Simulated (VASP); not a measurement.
## KBr: single point with PBE

The system is KBr.

```xyz
2
Lattice="4.0435 0.0000 0.0000 0.0000 4.0435 0.0000 0.0000 0.0000 4.0435" Properties=species:S:1:pos:R:3 pbc="T T T"
K     0.2500    0.0000    0.0000
Br    2.0217    2.0217    2.0217
```

This cell differs from its parent crystal: all K atoms moved -0.250 Å, as atom 1 towards its neighbour atom 1 (K) at 4.043 Å.

```yaml
Program: VASP 6.6.1
Task: single point
Functional: PBE
Potentials_or_basis: VASP PAW PBE potentials, release 64 (K_sv, Br)
Cutoff: 520 eV
k_mesh: 6 × 6 × 6
Occupations: gaussian, width 0.05 eV
Spin: no spin polarisation
```

The pressure is 0.3 GPa, the largest force is 0.141 eV/Å and the band gap on the k mesh is 3.88 eV, indirect (least direct gap 4.14 eV).

Forces in eV/Å, atoms in the order of the input:
```
K   -0.141  0.000  0.000
Br   0.141  0.000  0.000
```

Levels at points of the mesh, in eV from the valence-band top:
```
           k point  band 5  band 6  band 7  band 8  band 9  band 10  band 11  band 12
(0.00, 0.00, 0.00)  -12.05   -0.27   -0.26   -0.26    3.88     5.85     5.99     9.64
(0.50, 0.00, 0.00)  -11.87   -1.92   -0.23   -0.23    6.52     7.10     7.71     9.06
(0.00, 0.50, 0.00)  -11.84   -1.93   -0.25   -0.21    6.47     7.12     7.63     8.56
(0.50, 0.50, 0.00)  -12.02   -1.38   -1.37   -0.02    5.25     6.52     8.07     8.12
(0.00, 0.50, 0.50)  -12.03   -1.38   -1.38    0.00    5.27     6.61     8.09     8.09
(0.50, 0.50, 0.50)  -12.17   -1.40   -1.40   -1.40    7.31     7.31     7.46     9.47
```

It took 41 s on 1 thread of Intel(R) Xeon(R) Platinum 8259CL CPU @ 2.50GHz (Skylake/Cascade Lake) (shared host), peak memory 0.18 GiB.

Caveat: the cell differs from its parent crystal (all K atoms moved -0.250 Å, as atom 1 towards its neighbour atom 1 (K) at 4.043 Å). A k mesh can miss the band edges.
